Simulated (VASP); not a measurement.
Set up this calculation in VASP 6.6.1, as the native input.

```yaml
Task: single point
Functional: PBE
Potentials_or_basis: VASP PAW PBE potentials, release 64 (Ga_d, Ge_d, O)
Cutoff: 520 eV
k_mesh: 6 × 6 × 4
Occupations: gaussian, width 0.1 eV
Spin: no spin polarisation
Dipole_correction: no
Further_INCAR_settings: ALGO = Normal; EDIFF = 1e-07; NBANDS = 38
```

The structure of Ga2GeO3 lies in POSCAR:

```
Ga2GeO3
1.0
    3.0746117794      0.0000000000      0.0000000000
    0.0000000000      3.0746117794      0.0000000000
    0.0000000000      0.0000000000      7.7036636844
Ga Ge O
2 1 3
Direct
    0.0000000000      0.5000000000      0.6574593840
    0.5000000000      0.0000000000      0.3425406160
    0.0000000000      0.0000000000      0.0000000000
    0.5000000000      0.5000000000      0.0000000000
    0.0000000000      0.5000000000      0.3929735658
    0.5000000000      0.0000000000      0.6070264342
```

These files were run (other wordings do the same):

INCAR

```
SYSTEM = Ga2GeO3
  ALGO = Normal
  EDIFF = 1E-7
  ENCUT = 520
  GGA = PE
  ISIF = 2
  ISMEAR = 0
  LASPH = .True.
  LCHARG = .True.
  LELF = .True.
  LREAL = .False.
  LVHAR = .True.
  LWAVE = .False.
  NBANDS = 38
  NELM = 100
  PREC = Accurate
  SIGMA = 0.1
```

KPOINTS

```
k-points
0
Gamma
  6 6 4
  0 0 0
```

Potentials or basis: VASP PAW PBE potentials, release 64 (Ga_d, Ge_d, O).

Command:

```sh
$ cat potpaw_PBE.64/Ga_d/POTCAR potpaw_PBE.64/Ge_d/POTCAR potpaw_PBE.64/O/POTCAR > POTCAR
$ mpirun -np 1 vasp_std > vasp.out
```

Results of the run:

The pressure is 0.4 GPa, the largest force is 0.072 eV/Å and the band gap on the k mesh is zero (band 29 reaches 6.37 eV, above the bottom of band 30 at 5.43 eV).

It took 33 s on 1 thread of Intel(R) Xeon(R) 6975P-C (Granite Rapids) (shared host), peak memory 0.22 GiB.
